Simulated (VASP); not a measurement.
Write the native input for VASP 6.6.1 that does the following.

- Task: relaxation of the atoms
- Functional: PBE
- Potentials or basis: VASP PAW PBE potentials, release 64 (P, B)
- Cutoff: 520 eV
- k mesh: 10 × 10 × 10
- Occupations: fermi-dirac, width 0.05 eV
- Spin: no spin polarisation
- Dipole correction: no
- Further INCAR settings: ALGO = Normal; EDIFF = 1e-07; IBRION = 2; EDIFFG = -0.005; NSW = 80

The structure of BP lies in POSCAR:

```
BP
1.0
    0.0000000000      2.2690000000      2.3597600000
    2.2690000000      0.0000000000      2.3597600000
    2.2690000000      2.2690000000      0.0000000000
P B
1 1
Direct
    0.7500000000      0.7500000000      0.7500000000
    0.0000000000      0.0000000000      0.0000000000
```

These files were run (other wordings do the same):

INCAR

```
  PREC = Accurate
  ENCUT = 520
  EDIFF = 1E-7
  ISMEAR = -1
  SIGMA = 0.05
  LREAL = False
  LASPH = True
  NELM = 80
  ALGO = Normal
  ISIF = 2
  LWAVE = False
  LCHARG = False
  GGA = PE
  IBRION = 2
  NSW = 80
  EDIFFG = -0.005
```

KPOINTS

```
regular mesh
0
Gamma
  10 10 10
```

Potentials or basis: VASP PAW PBE potentials, release 64 (P, B).

Run with:

```console
$ cat potpaw_PBE.64/P/POTCAR potpaw_PBE.64/B/POTCAR > POTCAR
$ mpirun -np 1 vasp_std > vasp.out
```

Results of the run:

- Pressure after relaxing: -5.1 GPa
- Band gap on the k mesh: 1.00 eV, indirect (least direct gap 3.15 eV)

Caveat: the relaxation stopped at its first step, so nothing moved.

Run time: 14 s on 1 thread of Intel(R) Xeon(R) Platinum 8259CL CPU @ 2.50GHz (Skylake/Cascade Lake), with other jobs on the host, peak memory 0.14 GiB.
